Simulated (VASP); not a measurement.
A run of VASP 6.6.1:

INCAR

```
SYSTEM = Hg2H
PREC     = Accurate       ! precision mode
ENCUT    = 520            ! plane-wave cutoff, eV
EDIFF    = 1E-7           ! SCF threshold, eV
ISMEAR   = 0              ! smearing method
SIGMA    = 0.1            ! smearing width, eV
LREAL    = .FALSE.        ! projectors in reciprocal space
LASPH    = .TRUE.         ! aspherical terms in the spheres
NELM     = 100            ! most SCF steps
ALGO     = Normal         ! electronic algorithm
ISIF     = 2              ! what is computed and relaxed
LWAVE    = .FALSE.        ! write WAVECAR
LCHARG   = .FALSE.        ! write CHGCAR
GGA      = PE             ! functional
NBANDS   = 34             ! bands
```

File KPOINTS:

```
Automatic mesh
0
G
  4 4 4
  0 0 0
```

POSCAR

```
Hg2H
1.0
    0.0000000000      4.5281999234      4.5281999234
    4.5281999234      0.0000000000      4.5281999234
    4.5281999234      4.5281999234      0.0000000000
Hg H
4 2
Direct
    0.1309646504      0.1309646504      0.1309646504
    0.1309646504      0.1309646504      0.6071060487
    0.1309646504      0.6071060487      0.1309646504
    0.6071060487      0.1309646504      0.1309646504
    0.0000000000      0.0000000000      0.0000000000
    0.7500000000      0.7500000000      0.7500000000
```

Potentials or basis: VASP PAW PBE potentials, release 64 (Hg, H).

Launch:

```bash
$ cat potpaw_PBE.64/Hg/POTCAR potpaw_PBE.64/H/POTCAR > POTCAR
$ mpirun -np 1 vasp_std > vasp.out
```

Hardware: 1 thread of Intel(R) Xeon(R) 6975P-C (Granite Rapids), with other jobs on the host.

Question: How long does it take, and how much memory?

Answer: It took 29 s on 1 thread of Intel(R) Xeon(R) 6975P-C (Granite Rapids), with other jobs on the host, peak memory 0.32 GiB. Counts: scf iterations 15, k points 8.
